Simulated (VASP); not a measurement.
# MgO (Fm-3m) in VASP: G0W0 quasiparticle levels with PBE

Aim: the G0W0 quasiparticle levels of MgO with PBE.

All numbers are computed with VASP 6.6.1; they aren't measurements. Logs are shortened: lines on timing, memory, paths and dates and some standing lists are left out, and cuts for length are marked.

**1. The cell of the first run**

It takes space group Fm-3m (No. 225, cubic). Conventional cell: a = 4.204 Å, b = 4.204 Å, c = 4.204 Å, α = 90.00°, β = 90.00°, γ = 90.00°. Within 2.8 Å of Mg (site symmetry m-3m) lie 6 O at 2.10 Å. Within 2.8 Å of O (site symmetry m-3m) lie 6 Mg at 2.10 Å.

**2. G0W0 quasiparticle levels, PBE**

File POSCAR:

```
MgO
1.0
    0.0000000000      2.1021680260      2.1021680260
    2.1021680260      0.0000000000      2.1021680260
    2.1021680260      2.1021680260      0.0000000000
Mg O
1 1
Direct
    0.0000000000      0.0000000000      0.0000000000
    0.5000000000      0.5000000000      0.5000000000
```

File INCAR.step1:

```
PREC = Accurate
ENCUT = 500
EDIFF = 1E-8
ISMEAR = 0
SIGMA = 0.01
LREAL = F
LASPH = T
NELM = 60
ALGO = Normal
LWAVE = T
LCHARG = F
GGA = PE
```

File INCAR.step2:

```
PREC = Accurate
ENCUT = 500
EDIFF = 1E-8
ISMEAR = 0
SIGMA = 0.01
LREAL = F
LASPH = T
NELM = 1
ALGO = Exact
LWAVE = T
LCHARG = F
GGA = PE
NBANDS = 34
LOPTICS = T
ISTART = 1
```

File INCAR.step3:

```
PREC = Accurate
ENCUT = 500
EDIFF = 1E-8
ISMEAR = 0
SIGMA = 0.01
LREAL = F
LASPH = T
ALGO = EVGW0
LWAVE = F
LCHARG = F
GGA = PE
NELMGW = 1
NBANDS = 34
ENCUTGW = 80.0
NOMEGA = 96
PRECFOCK = Fast
ISTART = 1
NBANDSGW = 12
OMEGAMAX = 30
```

File KPOINTS:

```
regular mesh
0
Gamma
  8 8 8
```

Potentials or basis: VASP PAW PBE potentials, release 64 (Mg_GW, O_GW).

Started as:

```bash
$ cat potpaw_PBE.64/Mg_GW/POTCAR potpaw_PBE.64/O_GW/POTCAR > POTCAR
$ cp INCAR.step1 INCAR
$ mpirun -np 1 vasp_std > vasp.out
$ cp INCAR.step2 INCAR
$ mpirun -np 1 vasp_std > vasp.out
$ cp INCAR.step3 INCAR
$ mpirun -np 1 vasp_std > vasp.out
```

OUTCAR:

```text
PREC = Accurate
   ENCUT = 500
   EDIFF = 1E-8
   ISMEAR = 0
   LREAL = F
   LASPH = T
   GGA = PE
   NELMGW = 1
   ENCUTGW = 80.0
   PRECFOCK = Fast
   ISTART = 1

 ion  position               nearest neighbor table
   1  0.000  0.000  0.000-   2 2.10   2 2.10   2 2.10   2 2.10   2 2.10   2 2.10
   2  0.500  0.500  0.500-   1 2.10   1 2.10   1 2.10   1 2.10   1 2.10   1 2.10

  LATTYP: Found a face centered cubic cell.
 ALAT       =     4.2043360520

  Lattice vectors:

 A1 = (   0.0000000000,   2.1021680260,   2.1021680260)
 A2 = (   2.1021680260,   0.0000000000,   2.1021680260)
 A3 = (   2.1021680260,   2.1021680260,   0.0000000000)

Analysis of symmetry for initial positions (statically):
=====================================================================
 Subroutine PRICEL returns:
 Original cell was already a primitive cell.

 Routine SETGRP: Setting up the symmetry group for a
 face centered cubic supercell.

 Subroutine GETGRP returns: Found 48 space group operations
 (whereof 48 operations were pure point group operations)
 out of a pool of 48 trial point group operations.

The static configuration has the point symmetry O_h .

Analysis of symmetry for dynamics (positions and initial velocities):
=====================================================================
 Subroutine PRICEL returns:
 Original cell was already a primitive cell.

 Routine SETGRP: Setting up the symmetry group for a
 face centered cubic supercell.

 Subroutine GETGRP returns: Found 48 space group operations
 (whereof 48 operations were pure point group operations)
 out of a pool of 48 trial point group operations.

The dynamic configuration has the point symmetry O_h .

 Subroutine INISYM returns: Found 48 space group operations
 (whereof 48 operations are pure point group operations),
 and found     1 'primitive' translations

----------------------------------------------------------------------------------------

                                     Primitive cell

  volume of cell :      18.5794

  direct lattice vectors                    reciprocal lattice vectors
     0.000000000  2.102168026  2.102168026    -0.237849684  0.237849684  0.237849684
     2.102168026  0.000000000  2.102168026     0.237849684 -0.237849684  0.237849684
     2.102168026  2.102168026  0.000000000     0.237849684  0.237849684 -0.237849684

  length of vectors
     2.972914533  2.972914533  2.972914533     0.411967737  0.411967737  0.411967737

  position of ions in fractional coordinates (direct lattice)
     0.000000000  0.000000000  0.000000000
     0.500000000  0.500000000  0.500000000

  ion indices of the primitive-cell ions
   primitive index   ion index
                 1           1
                 2           2

----------------------------------------------------------------------------------------

 KPOINTS: regular mesh

Automatic generation of k-mesh.
 Grid dimensions read from file:
 generate k-points for:    8    8    8

 Generating k-lattice:

  Cartesian coordinates                     Fractional coordinates (reciprocal lattice)
    -0.029731210  0.029731210  0.029731210     0.125000000  0.000000000  0.000000000
     0.029731210 -0.029731210  0.029731210     0.000000000  0.125000000  0.000000000
     0.029731210  0.029731210 -0.029731210     0.000000000  0.000000000  0.125000000

  Length of vectors
     0.051495967  0.051495967  0.051495967

  Shift w.r.t. Gamma in fractional coordinates (k-lattice)
     0.000000000  0.000000000  0.000000000

 Subroutine IBZKPT returns following result:
 ===========================================

 Found     29 irreducible k-points:

 Following reciprocal coordinates:
            Coordinates               Weight
  0.000000  0.000000  0.000000      1.000000
  0.125000  0.000000  0.000000      8.000000
  0.250000  0.000000  0.000000      8.000000
  0.375000  0.000000  0.000000      8.000000
  0.500000  0.000000  0.000000      4.000000
  0.125000  0.125000  0.000000      6.000000
[... 16 lines left out ...]
  0.500000  0.250000  0.125000     48.000000
 -0.375000  0.250000  0.125000     24.000000
 [... further k-points ...]
   k-points           NKPTS =     29   k-points in BZ     NKDIM =    512   number of bands    NBANDS=     34
   number of dos      NEDOS =    301   number of ions     NIONS =      2
   total plane-waves  NPLWV =  13824
   dimension x,y,z NGX =    24 NGY =   24 NGZ =   24
   dimension x,y,z NGXF=    48 NGYF=   48 NGZF=   48
   ions per type =               1   1
   NGX,Y,Z   is equivalent  to a cutoff of  13.42, 13.42, 13.42 a.u.
   NGXF,Y,Z  is equivalent  to a cutoff of  26.84, 26.84, 26.84 a.u.
 SYSTEM =  unknown system
   PREC   = accura    normal or accurate (medium, high low for compatibility)
   ISTART =      1    job   : 0-new  1-cont  2-samecut
   ICHARG =      0    charge: 1-file 2-atom 10-const
   ISPIN  =      1    spin polarized calculation?
   LNONCOLLINEAR =      F non collinear calculations
   LSORBIT =      F    spin-orbit coupling
   LASPH  =      T    aspherical Exc in radial PAW
   ENCUT  =  500.0 eV  36.75 Ry    6.06 a.u.   5.42  5.42  5.42*2*pi/ulx,y,z
   NELM   =     60;   NELMIN=  2; NELMDL=  0     # of ELM steps
   EDIFF  = 0.1E-07   stopping-criterion for ELM
   LREAL  =      F    real-space projection
   EDIFFG = 0.1E-06   stopping-criterion for IOM
   NSW    =      0    number of steps for IOM
   IBRION =     -1    ionic relax: 0-MD 1-quasi-New 2-CG
   NFREE  =      0    steps in history (QN), initial steepest desc. (CG)
   ISIF   =      0    stress and relaxation
   ISYM   =      3    0-nonsym 1-usesym 2-fastsym
   POTIM  = 0.5000    time-step for ionic-motion
   TEBEG  =    0.0;   TEEND  =   0.0 temperature during run
   PSTRESS=    0.0 pullay stress
   NELECT =       8.0000    total number of electrons
   NUPDOWN=      -1.0000    fix difference up-down
   EMIN   =  10.00;   EMAX   =-10.00  energy-range for DOS
   EFERMI =   0.00;   METHOD = LEGACY
   ISMEAR =     0;   SIGMA  =   0.01  broadening in eV -4-tet -1-fermi 0-gaus
   EFERMI_NEDOS =   21; number of points for ismear=-14 and -15
   IALGO  =     38    algorithm
   IMIX   =      4    mixing-type and parameters
     AMIX     =   0.40;   BMIX     =  1.00
     AMIX_MAG =   1.60;   BMIX_MAG =  1.00
  volume/ion in A,a.u.               =       9.29        62.69
  Fermi-wavevector in a.u.,A,eV,Ry     =   1.236215  2.336108 20.792804  1.528228
  Thomas-Fermi vector in A             =   2.370833
   LORBIT       =      0    0 simple, 1 ext, 2 COOP (PROOUT), +10 PAW based schemes
   GGA     = PE    functional components
   LHFCALC =     T    Hartree Fock is set to
   PRECFOCK=fast      Normal, Fast or Accurate (Low or Medium for compatibility)
   ENCUT4O =  -1.0   cutoff for four orbital integrals eV
   NKREDX  =     1    reduce k-point grid by
   NKREDY  =     1    reduce k-point grid by
   NKREDZ  =     1    reduce k-point grid by
   AEXX    =    1.0000 exact exchange contribution
   HFSCREEN=    0.0000 screening length (either q_TF or 0.3 A-1)
   HFSCREENC=   0.0000 screening length for correlation (either q_TF or 0.3 A-1)
   ENCUTFOCK=  -1.0 apply spherical cutoff to Coloumb kernel
   IVDW    =     0    specifies the selected vdW correction
   LEPSILON=     F    determine dielectric tensor
   LRPA    =     F    only Hartree local field effects (RPA)
   LRPAFORCE           =     F    calculate RPA forces
   ENCUTGW             =  80.0    cutoff for response function in eV
   ENCUTGWSOFT         =  64.0    soft cutoff for Coulomb kernel in GW response function in eV
   ENCUTLF             =  -1.0    cutoff for local field effects
   NELMGW              =     1    number of iterations in solving QP/BSE equation
   NELMHF              =     1    number of iterations in the inner HF iteration
   NKREDLFX            =     1    NKREDLFY  =   1   NKREDLFZ  =   1
 non-spin polarized calculation
 Gauss-broadening in eV      SIGMA  =   0.01
  energy-cutoff  :      500.00
  volume of cell :       18.58
 maximum number of plane-waves:       489
 NGX is ok and might be reduce to    24
  NGX = 14; NGY = 14; NGZ = 14
   NGX = 11   NGY = 11   NGZ = 11
 maximum number of plane-waves:        34
 NGX is ok and might be reduce to    10

 QP shifts <psi_nk| G(iteration)W_0 |psi_nk>: iteration 1
 for sc-GW calculations column KS-energies equals QP-energies in previous step
 and V_xc(KS)=  KS-energies - (<T + V_ion + V_H > + <T+V_H+V_ion>^1  + <V_x>^1)

 k-point   1 :       0.0000    0.0000    0.0000
  band No.  KS-energies  QP-energies   sigma(KS)   V_xc(KS)     V^pw_x(r,r')   Z            occupation Imag(sigma)

      1     -14.0735     -16.2505     -21.1897     -18.1205     -29.9078       0.7093       2.0000       1.1365
      2       3.2233       2.2173     -21.0124     -19.7386     -25.2264       0.7898       2.0000       0.0837
      3       3.2233       2.2173     -21.0124     -19.7386     -25.2264       0.7898       2.0000       0.0837
      4       3.2233       2.2173     -21.0124     -19.7386     -25.2264       0.7898       2.0000       0.0837
      5       8.0033       9.2457     -10.7430     -12.2125      -7.4977       0.8455       0.0000      -0.0543
      6      19.0620      20.4993      -7.3362      -9.0659      -3.0977       0.8309       0.0000      -0.1034
      7      19.0620      20.4993      -7.3362      -9.0659      -3.0977       0.8309       0.0000      -0.1034
      8      19.0620      20.4993      -7.3362      -9.0659      -3.0977       0.8309       0.0000      -0.1034
      9      22.9937      23.5266      -7.2435      -7.9373      -1.6847       0.7681       0.0000      -0.4777
     10      24.7749      26.5879      -7.6752      -9.8788      -3.2649       0.8227       0.0000      -0.1680
     11      24.7749      26.5879      -7.6752      -9.8788      -3.2649       0.8227       0.0000      -0.1680
     12      27.3733      29.0567      -7.3789      -9.4963      -1.8751       0.7950       0.0000      -0.4877

 k-point   2 :       0.1250    0.0000    0.0000
  band No.  KS-energies  QP-energies   sigma(KS)   V_xc(KS)     V^pw_x(r,r')   Z            occupation Imag(sigma)
[... 353 lines left out ...]
      1     -12.6251     -14.8122     -22.6379     -19.6572     -31.2181       0.7338       2.0000       0.9812
      2      -0.7988      -2.4489     -17.4061     -15.2539     -21.7767       0.7667       2.0000       0.1314
      3       1.2771      -0.1140     -19.0222     -17.2407     -23.2508       0.7809       2.0000       0.1011
      4       2.2294       1.0107     -20.1402     -18.5870     -24.4267       0.7846       2.0000       0.0917
      5      12.9360      14.4536      -9.9273     -11.7563      -6.1574       0.8297       0.0000      -0.0741
      6      15.4777      17.5396     -11.9795     -14.5571      -7.9138       0.8000       0.0000      -0.1007
      7      16.7592      18.4375      -7.9236      -9.9395      -3.8230       0.8325       0.0000      -0.0870
      8      20.1410      21.8854      -8.3396     -10.4990      -3.7674       0.8078       0.0000      -0.1462
      9      23.8020      25.2434      -7.8843      -9.6653      -2.8572       0.8094       0.0000      -0.3540
     10      25.3442      26.9082      -8.2303     -10.1936      -2.9070       0.7966       0.0000      -0.4422
     11      29.4098      30.9141      -6.9683      -8.7828      -1.6338       0.8291       0.0000      -0.7075
     12      32.0542      34.3266      -8.6261     -11.2985      -3.4432       0.8504       0.0000      -0.7934

 [... further k-points ...]
```

It took 2.8 min on 1 thread of Intel Xeon 6975P-C (Granite Rapids), shared host; peak memory 0.41 GiB.

What came out:

```
Quasiparticle gap                                   : 7.03 eV
Least direct quasiparticle gap                      : 7.03 eV
Band gap of the starting levels on the mesh         : 4.78 eV
Least direct gap of the starting levels on the mesh : 4.78 eV
```

Caveat: bands, screening cutoff and mesh are small and nothing is extrapolated, so the quasiparticle values aren't converged.
